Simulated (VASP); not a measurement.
Runs of VASP 6.6.1 on Zn. The structure is that of space group Fd-3m (No. 227), or close to it. The cells are those of the table. 

```csv
task,cell,k mesh,cutoff (eV),gap on the mesh (eV),pressure (GPa)
single point,"a = 4.355 Å, angles 60.0°, 2 atoms",10 × 10 × 10,520,none,-1.6
single point,"a = 4.249 Å, angles 60.0°, 2 atoms",10 × 10 × 10,520,none,-0.6
single point,"a = 4.079 Å, angles 60.0°, 2 atoms",10 × 10 × 10,520,none,(a)
single point,"a = 4.303 Å, angles 60.0°, 2 atoms",10 × 10 × 10,520,none,-1.2
single point,"a = 4.194 Å, angles 60.0°, 2 atoms",10 × 10 × 10,520,none,0.1
relaxation of cell and atoms,"relaxed from a = 3.873 Å, angles 60.0°, 2 atoms",10 × 10 × 10,600,none,0.1
single point,"a = 4.019 Å, angles 60.0°, 2 atoms",10 × 10 × 10,520,none,3.8
single point,"a = 4.137 Å, angles 60.0°, 2 atoms",10 × 10 × 10,520,none,1.1
single point,"a = 4.194 Å, angles 60.0°, 2 atoms",15 × 15 × 15,520,none,(b)
```

Alike in all rows: level revPBE; potentials or basis VASP PAW PBE potentials, release 64 (Zn); no spin polarisation; smearing fermi-dirac 0.1 eV.

Q: Estimate the missing entries.

A: (a) 2.3; (b) 0.0.

Caveats: the PAW data sets were made with another functional, which shifts forces and pressure a little.

A gap of «none» marks levels without a gap at the run's occupations.
